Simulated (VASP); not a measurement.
Runs of VASP 6.6.1 on KBr. Symmetry: F-43m, No. 216, cubic system. Conventional cell: a = 7.377 Å, b = 7.377 Å, c = 7.377 Å, α = 90.00°, β = 90.00°, γ = 90.00°. K (site symmetry -43m) has 4 Br at 3.19 Å within 4.2 Å. Within 4.2 Å of Br (site symmetry -43m) lie 4 K at 3.19 Å. 

```tsv
level	potentials or basis	k mesh	smearing	gap on the mesh (eV)	pressure (GPa)
LDA	VASP PAW LDA potentials, release 64 (K_sv, Br)	2 × 2 × 2	gaussian 0.01 eV	3.97	(a)
PBEsol	VASP PAW PBE potentials, release 64 (K_sv, Br)	4 × 4 × 4	gaussian 0.2 eV	4.29	-0.2
PBEsol	VASP PAW PBE potentials, release 64 (K_sv, Br)	4 × 4 × 4	methfessel-paxton 0.2 eV	4.29	-0.2
PBEsol	VASP PAW PBE potentials, release 64 (K_sv, Br)	4 × 4 × 4	methfessel-paxton 0.05 eV	4.29	-0.2
PBEsol	VASP PAW PBE potentials, release 64 (K_sv, Br)	4 × 4 × 4, shifted	gaussian 0.01 eV	4.55	-0.2
LDA	VASP PAW LDA potentials, release 64 (K_sv, Br)	4 × 4 × 4	gaussian 0.01 eV	(b)	-1.0
```

Alike in all rows: task single point; no spin polarisation; cell as given; cutoff (eV) 500.

Q: Fill in the values left out.

A: (a) -0.9; (b) 3.99.

Caveats: some runs use coarse meshes; the PAW data sets were made with another functional, which shifts forces and pressure a little (some runs).

A k mesh can miss the band edges, and the runs leave out spin-orbit coupling on Br.
